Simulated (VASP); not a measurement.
A run of VASP 6.6.1 is set up as follows.

The input INCAR:

```
  ALGO = Normal
  EDIFF = 1E-6
  ENCUT = 520
  GGA = PE
  GGA_COMPAT = False
  ISIF = 2
  ISMEAR = -1
  LASPH = True
  LCHARG = False
  LREAL = False
  LWAVE = False
  NBANDS = 87
  NELECT = 136.0
  NELM = 120
  PREC = Accurate
  SIGMA = 0.01
```

Contents of KPOINTS:

```
k-points
0
Gamma
  1 1 1
```

The input POSCAR:

```
Si12N16O
1.0
    7.6639217100      0.0000000000      0.0000000000
   -3.8319608600      6.6371509000      0.0000000000
    0.0000000000      0.0000000000      5.8525451500
Si N O
12 16 1
Direct
    0.2365757559      0.8179976743      0.3821024772
    0.3633209786      0.1957156044      0.1030650742
    0.8121362501      0.5862352775      0.1214852653
    0.1680285247      0.3957591201      0.3700082519
    0.5973697353      0.7745504174      0.3739458550
    0.7579848857      0.1744377998      0.1209578024
    0.2107089955      0.8487702155      0.8940406039
    0.3982991869      0.2301502592      0.6164413785
    0.8204866182      0.5929194709      0.6227722993
    0.1799421368      0.4208240919      0.8681704916
    0.5810074093      0.7662046677      0.8730661394
    0.7688374350      0.1766935870      0.6235965561
    0.3331433631      0.6533875853      0.3869639519
    0.6497503380      0.3272399607      0.1232979809
    0.9652251875      0.6703847881      0.3702466097
    0.3575705451      0.9586046929      0.1495844932
    0.6673923587      0.7078576442      0.1240827676
    0.3036856001      0.2702056993      0.3636241918
    0.0289649227      0.3324712717      0.1175396315
    0.7150597756      0.0375831443      0.3754074413
    0.3234603929      0.6795589053      0.8726452969
    0.6610289249      0.3309890092      0.6116540596
    0.9528967663      0.6456634879      0.8737588295
    0.2962477633      0.9662558674      0.6243194894
    0.6776951237      0.7145749843      0.6225626470
    0.3738395520      0.3591688717      0.8545652997
    0.0300669964      0.3331816669      0.6224110890
    0.7010786928      0.0346663807      0.8698786373
    0.1335897836      0.0230024904     -0.0339993960
```

Potentials or basis: VASP PAW PBE potentials, release 64 (Si, N, O).

Run with:

```sh
$ cat potpaw_PBE.64/Si/POTCAR potpaw_PBE.64/N/POTCAR potpaw_PBE.64/O/POTCAR > POTCAR
$ mpirun -np 1 vasp_gam > vasp.out
```

**Question.** What does it give for the largest force?

**Answer.** 0.595 eV/Å.

Forces on the atoms (eV/Å):
```
Si   0.001 -0.008  0.018
Si  -0.074 -0.050 -0.058
Si  -0.006 -0.024 -0.020
Si  -0.005 -0.007 -0.006
Si   0.011  0.005 -0.017
Si  -0.038 -0.005 -0.016
Si   0.021 -0.041  0.021
Si   0.117  0.111 -0.110
Si   0.015  0.038 -0.025
Si  -0.029  0.011 -0.007
Si   0.018  0.025 -0.018
Si   0.054 -0.017 -0.017
N   -0.002 -0.003  0.057
N   -0.076 -0.017 -0.056
N    0.000  0.011 -0.031
N    0.168 -0.042  0.035
N   -0.020 -0.047 -0.021
N   -0.012  0.005 -0.050
N   -0.086  0.099  0.007
N    0.011 -0.008 -0.016
N   -0.001  0.014 -0.024
N    0.055  0.021 -0.059
N    0.014  0.001 -0.011
N   -0.160  0.035  0.031
N    0.025  0.024 -0.018
N   -0.030 -0.055 -0.151
N    0.064 -0.068 -0.006
N    0.004  0.006 -0.026
O   -0.036 -0.015  0.594
```

Caveat: the k points lie up to 1.07 Å⁻¹ apart; the cell carries a net charge on a neutralising background, which shifts energy and pressure.
